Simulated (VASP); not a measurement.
## TlNiF4: single point with PBE

Crystal: TlNiF4.

```
CELL_PARAMETERS angstrom
3.59031 0.00000 0.00000
0.00000 3.59031 0.00000
0.00000 0.00000 6.31019
ATOMIC_POSITIONS crystal
Tl 0.50000 0.50000 0.50000
Ni 0.00000 0.00000 0.00000
F 0.50000 0.00000 0.00000
F 0.00000 0.50000 0.00000
F 0.00000 0.00000 0.27370
F 0.00000 0.00000 0.72630
```

```json
{
 "Program": "VASP 6.6.1",
 "Task": "single point",
 "Functional": "PBE",
 "Potentials or basis": "VASP PAW PBE potentials, release 64 (Tl_d, Ni_sv_GW, F)",
 "Cutoff": "700 eV",
 "k mesh": "5 × 5 × 3",
 "Occupations": "fermi-dirac, width 0.1 eV",
 "Spin": "no spin polarisation",
 "Dipole correction": "no",
 "Further INCAR settings": "ALGO = Normal; EDIFF = 1e-06; NBANDS = 38"
}
```

```yaml
Pressure: 16.5 GPa
Largest_force: 2.510 eV/Å
Band_gap_on_the_k_mesh: zero (an odd number of electrons rules out a gap without spin polarisation)
```

Forces on the atoms (eV/Å):
```
Tl   0.000  0.000  0.000
Ni   0.000  0.000  0.000
F    0.000  0.000  0.000
F    0.000  0.000  0.000
F    0.000  0.000  2.510
F    0.000  0.000 -2.510
```

Stress tensor (GPa, compression positive):
```
16.22  0.00  0.00
 0.00 16.22  0.00
 0.00  0.00 16.96
```

Levels at points of the mesh, in eV from the Fermi level:
| k point | band 27 | band 28 | band 29 | band 30 | band 31 | band 32 | band 33 | band 34 |
| --- | --- | --- | --- | --- | --- | --- | --- | --- |
| (0.00, 0.00, 0.00) | -2.39 | -1.47 | -1.47 | -1.46 | -0.10 | 3.86 | 8.09 | 8.33 |

It took 38 s on 1 thread of Intel(R) Xeon(R) 6975P-C (Granite Rapids) (shared host), peak memory 0.26 GiB.

Caveat: the cell stands under pressure; spin-orbit coupling is left out, which moves the levels of the heavy elements; an odd number of electrons without spin polarisation forces a metal; a magnetic or distorted state may lie lower; the run has no spin polarisation, though such a crystal can be magnetic; semilocal functionals often make such compounds metallic where correlation or magnetic order opens a gap, which also shifts bond lengths. With open d or f shells a metallic result of PBE can be an artefact of self-interaction; +U or a hybrid may open a gap.
